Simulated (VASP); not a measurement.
Here is a VASP 6.6.1 calculation.

The input INCAR:

```
  ALGO = Normal
  EDIFF = 1E-6
  ENCUT = 600
  GGA = PS
  GGA_COMPAT = False
  ISIF = 2
  ISMEAR = -1
  LASPH = True
  LCHARG = True
  LELF = True
  LREAL = False
  LVHAR = True
  LWAVE = False
  NBANDS = 11
  NELM = 120
  PREC = Accurate
  SIGMA = 0.02
```

The input KPOINTS:

```
k-points
0
Gamma
  8 8 8
```

The input POSCAR:

```
AlN
1.0
    0.0000000000      1.9690000000      1.9493100000
    1.9690000000      0.0000000000      1.9493100000
    1.9690000000      1.9690000000      0.0000000000
Al N
1 1
Direct
    0.0000000000      0.0000000000      0.0000000000
    0.5000000000      0.5000000000      0.5000000000
```

Potentials or basis: VASP PAW PBE potentials, release 64 (Al, N).

Run with:

```console
$ cat potpaw_PBE.64/Al/POTCAR potpaw_PBE.64/N/POTCAR > POTCAR
$ mpirun -np 1 vasp_std > vasp.out
```

Problem. Predict the band gap on the k mesh.

Solution. 4.87 eV, indirect (least direct gap 6.99 eV).

Problem. Predict the pressure.

Solution. 28.4 GPa.

Stress tensor (GPa, compression positive):
```
26.77  0.00  0.00
 0.00 26.77  0.00
 0.00  0.00 31.60
```

Caveat: the PAW data sets were made with another functional, which shifts forces and pressure a little. A k mesh can miss the band edges.
